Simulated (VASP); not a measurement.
# Y3B2 (P6/mmm) in VASP: notebook

Runs on Y3B2. Level: PBE. Tasks: single point, relaxation of cell and atoms.

Everything below comes from runs of VASP 6.6.1. Logs are shortened: lines on timing, memory, paths and dates and some standing lists are left out, and cuts for length are marked.

### Step 1. The cell of the first run

It takes space group P6/mmm (No. 191, hexagonal). Conventional cell: a = 4.919 Å, b = 4.919 Å, c = 5.125 Å, α = 90.00°, β = 90.00°, γ = 120.00°. Within 3.4 Å of Y (site symmetry -6m2) lie 2 B at 2.56 Å and 3 Y at 2.84 Å. Y (site symmetry 6/mmm) has 6 B at 2.84 Å and 12 Y at 3.83 Å within 3.9 Å. Within 3.4 Å of B (site symmetry -6m2) lie 5 Y at 2.56 to 2.84 Å and 3 B at 2.84 Å.

The cell was generated, and may not be a known phase.

### Step 2. Single point, PBE

Input file INCAR:

```
  ALGO = Fast
  EDIFF = 1E-6
  ENCUT = 520
  GGA = PE
  ISIF = 2
  ISMEAR = 0
  LASPH = T
  LCHARG = T
  LELF = T
  LREAL = F
  LVHAR = T
  LWAVE = F
  NBANDS = 28
  NELM = 60
  PREC = Accurate
  SIGMA = 0.1
```

Input file KPOINTS:

```
k-points
0
Gamma
  6 6 4
```

Input file POSCAR:

```
Y3B2
1.0
    4.9187814022      0.0000000030      0.0000000000
   -2.4593907037      4.2597896485      0.0000000000
    0.0000000000      0.0000000000      5.1251593294
Y B
3 2
Direct
    0.3333333333      0.6666666667      0.8740275545
    0.6666666667      0.3333333333      0.8740275545
    0.0000000000      0.0000000000      0.3740192664
    0.3333333333      0.6666666667      0.3740183623
    0.6666666667      0.3333333333      0.3740183623
```

Potentials or basis: VASP PAW PBE potentials, release 64 (Y_sv, B).

Run with:

```sh
$ cat potpaw_PBE.64/Y_sv/POTCAR potpaw_PBE.64/B/POTCAR > POTCAR
$ mpirun -np 1 vasp_std > vasp.out
```

OUTCAR:

```text
EDIFF = 1E-6
   ENCUT = 520
   GGA = PE
   ISIF = 2
   ISMEAR = 0
   LASPH = T
   LREAL = F
   NELM = 60
   PREC = Accurate

 ion  position               nearest neighbor table
   1  0.333  0.667  0.874-   4 2.56   4 2.56   2 2.84   2 2.84   2 2.84   3 3.83   3 3.83   3 3.83
                             3 3.83   3 3.83   3 3.83
   2  0.667  0.333  0.874-   5 2.56   5 2.56   1 2.84   1 2.84   1 2.84   3 3.83   3 3.83   3 3.83
                             3 3.83   3 3.83   3 3.83
   3  0.000  0.000  0.374-   4 2.84   5 2.84   5 2.84   4 2.84   5 2.84   4 2.84   1 3.83   2 3.83
                             1 3.83   2 3.83   2 3.83   1 3.83   1 3.83   2 3.83   2 3.83   1 3.83
   4  0.333  0.667  0.374-   1 2.56   1 2.56   3 2.84   3 2.84   3 2.84
   5  0.667  0.333  0.374-   2 2.56   2 2.56   3 2.84   3 2.84   3 2.84

  LATTYP: Found a hexagonal cell.
 ALAT       =     4.9187814022
 C/A-ratio  =     1.0419571252

  Lattice vectors:

 A1 = (   4.9187814022,   0.0000000030,   0.0000000000)
 A2 = (  -2.4593907037,   4.2597896485,   0.0000000000)
 A3 = (   0.0000000000,   0.0000000000,   5.1251593294)

Analysis of symmetry for initial positions (statically):
=====================================================================
 Subroutine PRICEL returns:
 Original cell was already a primitive cell.

 Routine SETGRP: Setting up the symmetry group for a
 hexagonal supercell.

 Subroutine GETGRP returns: Found 12 space group operations
 (whereof 12 operations were pure point group operations)
 out of a pool of 24 trial point group operations.

The static configuration has the point symmetry C_6v.

Analysis of symmetry for dynamics (positions and initial velocities):
=====================================================================
 Subroutine PRICEL returns:
 Original cell was already a primitive cell.

 Routine SETGRP: Setting up the symmetry group for a
 hexagonal supercell.

 Subroutine GETGRP returns: Found 12 space group operations
 (whereof 12 operations were pure point group operations)
 out of a pool of 24 trial point group operations.

The dynamic configuration has the point symmetry C_6v.

 Subroutine INISYM returns: Found 12 space group operations
 (whereof 12 operations are pure point group operations),
 and found     1 'primitive' translations

----------------------------------------------------------------------------------------

                                     Primitive cell

  volume of cell :     107.3873

  direct lattice vectors                    reciprocal lattice vectors
     4.918781402  0.000000003  0.000000000     0.203302387  0.117376688  0.000000000
    -2.459390704  4.259789648  0.000000000    -0.000000000  0.234753376  0.000000000
     0.000000000  0.000000000  5.125159329     0.000000000  0.000000000  0.195115885

  length of vectors
     4.918781402  4.918781402  5.125159329     0.234753376  0.234753376  0.195115885

  position of ions in fractional coordinates (direct lattice)
     0.333333333  0.666666667  0.874027555
     0.666666667  0.333333333  0.874027555
     0.000000000  0.000000000  0.374019266
     0.333333333  0.666666667  0.374018362
     0.666666667  0.333333333  0.374018362

  ion indices of the primitive-cell ions
   primitive index   ion index
                 1           1
                 2           2
                 3           3
                 4           4
                 5           5

----------------------------------------------------------------------------------------

 KPOINTS: k-points

Automatic generation of k-mesh.
 Grid dimensions read from file:
 generate k-points for:    6    6    4

 Generating k-lattice:

  Cartesian coordinates                     Fractional coordinates (reciprocal lattice)
     0.033883731  0.019562781  0.000000000     0.166666667  0.000000000  0.000000000
    -0.000000000  0.039125563  0.000000000    -0.000000000  0.166666667  0.000000000
     0.000000000  0.000000000  0.048778971     0.000000000  0.000000000  0.250000000

  Length of vectors
     0.039125563  0.039125563  0.048778971

  Shift w.r.t. Gamma in fractional coordinates (k-lattice)
     0.000000000  0.000000000  0.000000000

 Subroutine IBZKPT returns following result:
 ===========================================

 Found     21 irreducible k-points:

 Following reciprocal coordinates:
            Coordinates               Weight
  0.000000  0.000000  0.000000      1.000000
  0.166667  0.000000  0.000000      6.000000
  0.333333  0.000000  0.000000      6.000000
  0.500000  0.000000  0.000000      3.000000
  0.166667  0.166667  0.000000      6.000000
  0.333333  0.166667  0.000000     12.000000
[... 13 lines left out ...]
  0.333333  0.166667  0.500000     12.000000
  0.333333  0.333333  0.500000      2.000000
   k-points           NKPTS =     21   k-points in BZ     NKDIM =     21   number of bands    NBANDS=     28
   number of dos      NEDOS =    301   number of ions     NIONS =      5
   total plane-waves  NPLWV =  64000
   dimension x,y,z NGX =    40 NGY =   40 NGZ =   40
   dimension x,y,z NGXF=    80 NGYF=   80 NGZF=   80
   ions per type =               3   2
   NGX,Y,Z   is equivalent  to a cutoff of  13.52, 13.52, 12.97 a.u.
   NGXF,Y,Z  is equivalent  to a cutoff of  27.04, 27.04, 25.95 a.u.
 SYSTEM =  unknown system
   PREC   = accura    normal or accurate (medium, high low for compatibility)
   ISTART =      0    job   : 0-new  1-cont  2-samecut
   ICHARG =      2    charge: 1-file 2-atom 10-const
   ISPIN  =      1    spin polarized calculation?
   LNONCOLLINEAR =      F non collinear calculations
   LSORBIT =      F    spin-orbit coupling
   LASPH  =      T    aspherical Exc in radial PAW
   ENCUT  =  520.0 eV  38.22 Ry    6.18 a.u.   9.15  9.15  9.53*2*pi/ulx,y,z
   NELM   =     60;   NELMIN=  2; NELMDL= -5     # of ELM steps
   EDIFF  = 0.1E-05   stopping-criterion for ELM
   LREAL  =      F    real-space projection
   EDIFFG = 0.1E-04   stopping-criterion for IOM
   NSW    =      0    number of steps for IOM
   IBRION =     -1    ionic relax: 0-MD 1-quasi-New 2-CG
   NFREE  =      0    steps in history (QN), initial steepest desc. (CG)
   ISIF   =      2    stress and relaxation
   ISYM   =      2    0-nonsym 1-usesym 2-fastsym
   POTIM  = 0.5000    time-step for ionic-motion
   TEBEG  =    0.0;   TEEND  =   0.0 temperature during run
   PSTRESS=    0.0 pullay stress
   NELECT =      39.0000    total number of electrons
   NUPDOWN=      -1.0000    fix difference up-down
   EMIN   =  10.00;   EMAX   =-10.00  energy-range for DOS
   EFERMI =   0.00;   METHOD = LEGACY
   ISMEAR =     0;   SIGMA  =   0.10  broadening in eV -4-tet -1-fermi 0-gaus
   EFERMI_NEDOS =   21; number of points for ismear=-14 and -15
   IALGO  =     68    algorithm
   IMIX   =      4    mixing-type and parameters
     AMIX     =   0.40;   BMIX     =  1.00
     AMIX_MAG =   1.60;   BMIX_MAG =  1.00
  volume/ion in A,a.u.               =      21.48       144.94
  Fermi-wavevector in a.u.,A,eV,Ry     =   1.168007  2.207213 18.561609  1.364240
  Thomas-Fermi vector in A             =   2.304499
   LORBIT       =      0    0 simple, 1 ext, 2 COOP (PROOUT), +10 PAW based schemes
   GGA     = PE    functional components
   LHFCALC =     F    Hartree Fock is set to
   AEXX    =    0.0000 exact exchange contribution
   IVDW    =     0    specifies the selected vdW correction
   LEPSILON=     F    determine dielectric tensor
   LRPA    =     F    only Hartree local field effects (RPA)
 non-spin polarized calculation
 RMM-DIIS sequential band-by-band and
 Gauss-broadening in eV      SIGMA  =   0.10
  energy-cutoff  :      520.00
  volume of cell :      107.39
 maximum number of plane-waves:      2918
 NGX is ok and might be reduce to    40
   NGX = 19   NGY = 19   NGZ = 19

 number of electron      39.0000000 magnetization

 Free energy of the ion-electron system (eV)
  ---------------------------------------------------
  ext. energy  EPLUGINS =         0.00000000
  ---------------------------------------------------
  free energy    TOTEN  =       -27.97931713 eV

  energy without entropy =      -27.95423807  energy(sigma->0) =      -27.96677760

 E-fermi :   3.5837     XC(G=0): -10.0189

 val. band max:        3.5338985305   @ k =   0.3333   0.1667   0.0000
 cond. band min:       3.5861475840   @ k =   0.3333   0.1667   0.0000
 fundamental gap:      0.0522490535
 Fermi energy:         3.5836655789

 k-point     1 :       0.0000    0.0000    0.0000
  band No.  band energies     occupation
      1     -39.2438      2.00000
      2     -38.9632      2.00000
      3     -38.5212      2.00000
      4     -19.6717      2.00000
      5     -19.6717      2.00000
      6     -19.2671      2.00000
[... 20 lines left out ...]
     27       6.5896      0.00000
     28       6.5905      0.00000

 k-point     2 :       0.1667    0.0000    0.0000
  band No.  band energies     occupation
      1     -39.2433      2.00000
      2     -38.9384      2.00000
      3     -38.5484      2.00000
      4     -19.7086      2.00000
      5     -19.6152      2.00000
      6     -19.2561      2.00000
[... 20 lines left out ...]
     27       6.1246      0.00000
     28       6.1684      0.00000

 k-point     3 :       0.3333    0.0000    0.0000
  band No.  band energies     occupation
      1     -39.2423      2.00000
      2     -38.8736      2.00000
      3     -38.6180      2.00000
      4     -19.7750      2.00000
      5     -19.4746      2.00000
      6     -19.2351      2.00000
[... 20 lines left out ...]
     27       6.8235      0.00000
     28       7.2276      0.00000

 k-point     4 :       0.5000    0.0000    0.0000
  band No.  band energies     occupation
      1     -39.2419      2.00000
      2     -38.8208      2.00000
      3     -38.6730      2.00000
      4     -19.8053      2.00000
      5     -19.3699      2.00000
      6     -19.2257      2.00000
[... 485 lines left out ...]
     27       6.6609      0.00000
     28       7.1720      0.00000

 k-point    20 :       0.3333    0.1667    0.5000
  band No.  band energies     occupation
      1     -39.2417      2.00000
      2     -38.8208      2.00000
      3     -38.6730      2.00000
      4     -19.8335      2.00000
      5     -19.3263      2.00000
      6     -19.2504      2.00000
[... 20 lines left out ...]
     27       6.6719      0.00000
     28       6.9169      0.00000

 k-point    21 :       0.3333    0.3333    0.5000
  band No.  band energies     occupation
      1     -39.2416      2.00000
      2     -38.7474      2.00000
      3     -38.7474      2.00000
      4     -19.8792      2.00000
      5     -19.2340      2.00000
      6     -19.2340      2.00000
[... 20 lines left out ...]
     27       6.8586      0.00000
     28       7.1984      0.00000

------------------------ aborting loop because EDIFF is reached ----------------------------------------

  FORCE on cell =-STRESS in cart. coord.  units (eV):
  Direction    XX          YY          ZZ          XY          YZ          ZX
  --------------------------------------------------------------------------------------
  -------------------------------------------------------------------------------------
  Total       -0.0808169     -0.0808169      0.1361878      0.0000000      0.0000000      0.0000000
  in kB       -1.2057561     -1.2057561      2.0318692      0.0000000      0.0000000      0.0000000
  external PRESSURE =      -0.1265477 kB  Pullay stress =       0.0000000 kB

 VOLUME and BASIS-vectors are now :
 -----------------------------------------------------------------------------
  energy-cutoff  :      520.00
  volume of cell :      107.39
      direct lattice vectors                 reciprocal lattice vectors
     4.918781402  0.000000003  0.000000000     0.203302387  0.117376688  0.000000000
    -2.459390704  4.259789648  0.000000000    -0.000000000  0.234753376  0.000000000
     0.000000000  0.000000000  5.125159329     0.000000000  0.000000000  0.195115885

 POSITION                                       TOTAL-FORCE (eV/Angst)
 -----------------------------------------------------------------------------------
     -0.00000      2.83986      4.47953        -0.000000     -0.000000     -0.000362
      2.45939      1.41993      4.47953         0.000000      0.000000     -0.000362
      0.00000      0.00000      1.91691        -0.000000      0.000000      0.000101
     -0.00000      2.83986      1.91690        -0.000000     -0.000000      0.000311
      2.45939      1.41993      1.91690         0.000000     -0.000000      0.000311
 -----------------------------------------------------------------------------------
    total drift:                               -0.000000     -0.000000     -0.000096

  FREE ENERGIE OF THE ION-ELECTRON SYSTEM (eV)
  ---------------------------------------------------
  free  energy   TOTEN  =       -27.9793171333 eV

  energy  without entropy=      -27.9542380662  energy(sigma->0) =      -27.96677760
```

Run time: 88 s. Hardware: 1 thread of Oxide Virtual Turin-like, shared host; peak memory 0.24 GiB.

What came out:

| Item | Value |
| --- | --- |
| Free energy | -27.9793 eV |
| Pressure | 0.0 GPa |
| Band gap on the k mesh | zero (an odd number of electrons rules out a gap without spin polarisation) |

Stress tensor (GPa, compression positive):
```
-0.12  0.00  0.00
 0.00 -0.12  0.00
 0.00  0.00  0.20
```

### Step 3. Single point, PBE

This run uses another cell than the first one, of 21.41 Å³/atom.

Input file INCAR:

```
ALGO = Fast ; EDIFF = 1E-6
ENCUT = 520 ; GGA = PE
ISIF = 2 ; ISMEAR = 0
LASPH = True ; LCHARG = True
LELF = True ; LREAL = False
LVHAR = True ; LWAVE = False
NBANDS = 28 ; NELM = 100
PREC = Accurate ; SIGMA = 0.1
```

Input file KPOINTS:

```
k-points
0
Gamma
  12 12 8
```

Input file POSCAR:

```
Y3B2
1.0
    4.9033336296      0.0000000000      0.0000000000
   -2.4516668148      4.2464114865      0.0000000000
    0.0000000000      0.0000000000      5.1421346254
Y B
3 2
Direct
    0.3333333333      0.6666666667      0.5000000000
    0.6666666667      0.3333333333      0.5000000000
    0.0000000000      0.0000000000      0.0000000000
    0.3333333333      0.6666666667      0.0000000000
    0.6666666667      0.3333333333      0.0000000000
```

Potentials or basis: VASP PAW PBE potentials, release 64 (Y_sv, B).

Run with:

```sh
$ cat potpaw_PBE.64/Y_sv/POTCAR potpaw_PBE.64/B/POTCAR > POTCAR
$ mpirun -np 1 vasp_std > vasp.out
```

Run time: 7.5 min. Hardware: 1 thread of Oxide Virtual Turin-like, shared host; peak memory 0.37 GiB.

Results (log left out):

| Item | Value |
| --- | --- |
| Free energy | -27.9534 eV |
| Pressure | 0.0 GPa |
| Band gap on the k mesh | zero (an odd number of electrons rules out a gap without spin polarisation) |

Stress tensor (GPa, compression positive):
```
 0.03  0.00  0.00
 0.00  0.03  0.00
 0.00  0.00 -0.07
```

Levels at points of the mesh, in eV from the Fermi level:
```tsv
k point	band 17	band 18	band 19	band 20	band 21	band 22
(0.00, 0.00, 0.00)	-2.33	-0.87	0.47	0.47	0.70	0.70
(0.50, 0.00, 0.00)	-1.08	-0.61	-0.47	-0.38	0.21	0.34
(0.00, 0.00, 0.50)	-2.80	-1.35	-0.19	0.04	0.04	1.12
(0.50, 0.00, 0.50)	-1.64	-1.51	-1.11	0.02	0.31	0.61
```

### Step 4. Relaxation of cell and atoms, PBE

Input file INCAR:

```
SYSTEM = Y3B2
PREC     = Accurate       ! precision mode
ENCUT    = 600            ! plane-wave cutoff, eV
EDIFF    = 1E-6           ! SCF threshold, eV
ISMEAR   = 0              ! smearing method
SIGMA    = 0.1            ! smearing width, eV
LREAL    = .False.        ! projectors in reciprocal space
LASPH    = .True.         ! aspherical terms in the spheres
NELM     = 80             ! most SCF steps
ALGO     = Fast           ! electronic algorithm
ISIF     = 3              ! what is computed and relaxed
LWAVE    = .False.        ! write WAVECAR
LCHARG   = .False.        ! write CHGCAR
GGA      = PE             ! functional
IBRION   = 2              ! ionic algorithm
NSW      = 100            ! ionic steps
EDIFFG   = -0.01          ! ionic threshold
```

Input file KPOINTS:

```
regular mesh
0
Gamma
  12 12 8
  0 0 0
```

Changes to POSCAR since step 3:

```diff
@@ -2,5 +2,5 @@
 1.0
-    4.9033336296      0.0000000000      0.0000000000
-   -2.4516668148      4.2464114865      0.0000000000
-    0.0000000000      0.0000000000      5.1421346254
+    4.9187814022      0.0000000000      0.0000000000
+   -2.4593907011      4.2597896500      0.0000000000
+    0.0000000000      0.0000000000      5.1251593294
 Y B
```

Run with:

```sh
$ cat potpaw_PBE.64/Y_sv/POTCAR potpaw_PBE.64/B/POTCAR > POTCAR
$ mpirun -np 1 vasp_std > vasp.out
```

It took 31 min on 1 thread of Oxide Virtual Turin-like, shared host; peak memory 0.43 GiB.

It converged, with:

- Free energy: -27.9545 eV
- Relaxed volume: 21.43 Å³/atom
- Relaxed cell: a = 4.906 Å, b = 4.906 Å, c = 5.141 Å, α = 90.00°, β = 90.00°, γ = 120.00°
- Space group after relaxing (to 0.1 Å): P6/mmm (No. 191)
- Energy gained by relaxing: 0.2 meV/atom
- Ionic steps: 4
- Pressure after relaxing: 0.0 GPa
- Band gap on the k mesh: zero (an odd number of electrons rules out a gap without spin polarisation)

Step by step:
| step | energy change (eV) | largest force (eV/Å) | pressure (GPa) | volume (Å³) |
| --- | --- | --- | --- | --- |
| 1 | 0.0000 | 0.0000 | 0.02 | 107.39 |
| 2 | -0.0007 | 0.0000 | -0.13 | 107.44 |
| 3 | -0.0007 | 0.0000 | -0.14 | 107.44 |
| 4 | -0.0008 | 0.0000 | -0.03 | 107.15 |

Final structure:
```
Y B
1.0
     4.90599    0.00000    0.00000
    -2.45300    4.24871    0.00000
     0.00000    0.00000    5.14056
Y B
3 2
Direct
  0.33333 0.66667 0.50000
  0.66667 0.33333 0.50000
  0.00000 0.00000 0.00000
  0.33333 0.66667 0.00000
  0.66667 0.33333 0.00000
```

Levels at points of the mesh, in eV from the Fermi level:
| k point | band 17 | band 18 | band 19 | band 20 | band 21 | band 22 |
| --- | --- | --- | --- | --- | --- | --- |
| (0.00, 0.00, 0.00) | -2.32 | -0.87 | 0.46 | 0.46 | 0.70 | 0.70 |
| (0.50, 0.00, 0.00) | -1.08 | -0.61 | -0.46 | -0.38 | 0.21 | 0.34 |
| (0.00, 0.00, 0.50) | -2.80 | -1.35 | -0.20 | 0.04 | 0.04 | 1.11 |
| (0.50, 0.00, 0.50) | -1.64 | -1.51 | -1.11 | 0.02 | 0.31 | 0.61 |

### Step 5. Summary

| task | cell | k mesh | cutoff (eV) | gap on the mesh (eV) | pressure (GPa) |
| --- | --- | --- | --- | --- | --- |
| single point | a = 4.919, b = 4.919, c = 5.125 Å, angles 90.0, 90.0, 120.0°, 5 atoms | 6 × 6 × 4 | 520 | none | 0.0 |
| single point | a = 4.903, b = 4.903, c = 5.142 Å, angles 90.0, 90.0, 120.0°, 5 atoms | 12 × 12 × 8 | 520 | none | 0.0 |
| relaxation of cell and atoms | relaxed from a = 4.919, b = 4.919, c = 5.125 Å, angles 90.0, 90.0, 120.0°, 5 atoms | 12 × 12 × 8 | 600 | none | 0.0 |

Alike in all rows: level PBE; potentials or basis VASP PAW PBE potentials, release 64 (Y_sv, B); no spin polarisation; smearing gaussian 0.1 eV.

Total energies depend on the potentials used, so only differences within one code and one set of settings carry meaning.

The gap in the log of VASP goes by the Fermi energy; the results here count the filled bands.